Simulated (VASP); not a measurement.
Wanted: the native input for a VASP 6.6.1 run.

```yaml
Task: single point
Functional: RPBE
Potentials_or_basis: VASP PAW PBE potentials, release 64 (Hf_pv, O)
Cutoff: 520 eV
k_mesh: 4 × 5 × 4
Occupations: fermi-dirac, width 0.05 eV
Spin: no spin polarisation
Dipole_correction: no
Further_INCAR_settings: ALGO = Normal; EDIFF = 1e-06; NBANDS = 56
```

The structure of HfO2 lies in POSCAR:

```
HfO2
1.0
    5.2194633600      0.0000000000      0.0000000000
    0.0000000000      5.0047636900      0.0000000000
    0.0000000000      0.0000000000      5.0326850500
Hf O
4 8
Direct
    0.9669940000      0.7325208200      0.7414403500
    0.5330060000      0.7325208200      0.2414403500
    0.4669940000      0.2674791800      0.7414403500
    0.0330060000      0.2674791800      0.2414403500
    0.6321274500      0.9286454000      0.8792672600
    0.8678725500      0.9286454000      0.3792672600
    0.2339485200      0.5398830500      0.4922923900
    0.2660514800      0.5398830500      0.9922923900
    0.7660514800      0.4601169500      0.9922923900
    0.7339485200      0.4601169500      0.4922923900
    0.1321274500      0.0713546000      0.8792672600
    0.3678725500      0.0713546000      0.3792672600
```

These files were run (other wordings do the same):

INCAR

```
SYSTEM = HfO2
PREC = Accurate
ENCUT = 520
EDIFF = 1E-6
ISMEAR = -1
SIGMA = 0.05
LREAL = .FALSE.
LASPH = .TRUE.
NELM = 80
ALGO = Normal
ISIF = 2
LWAVE = .FALSE.
LCHARG = .FALSE.
GGA = RP
NBANDS = 56
```

KPOINTS

```
Automatic mesh
0
G
  4 5 4
  0 0 0
```

Potentials or basis: VASP PAW PBE potentials, release 64 (Hf_pv, O).

Command:

```sh
$ cat potpaw_PBE.64/Hf_pv/POTCAR potpaw_PBE.64/O/POTCAR > POTCAR
$ mpirun -np 1 vasp_std > vasp.out
```

Results of the run:

| Item | Value |
| --- | --- |
| Pressure | 11.4 GPa |
| Largest force | 0.089 eV/Å |
| Band gap on the k mesh | 4.57 eV (least direct gap 4.79 eV) |

Caveat: the cell stands under pressure; the PAW data sets were made with another functional, which shifts forces and pressure a little; spin-orbit coupling is left out, which moves the levels of the heavy elements.

It took 2.9 min on 1 thread of Intel(R) Xeon(R) Platinum 8488C (Sapphire Rapids), on a shared host, peak memory 0.32 GiB.
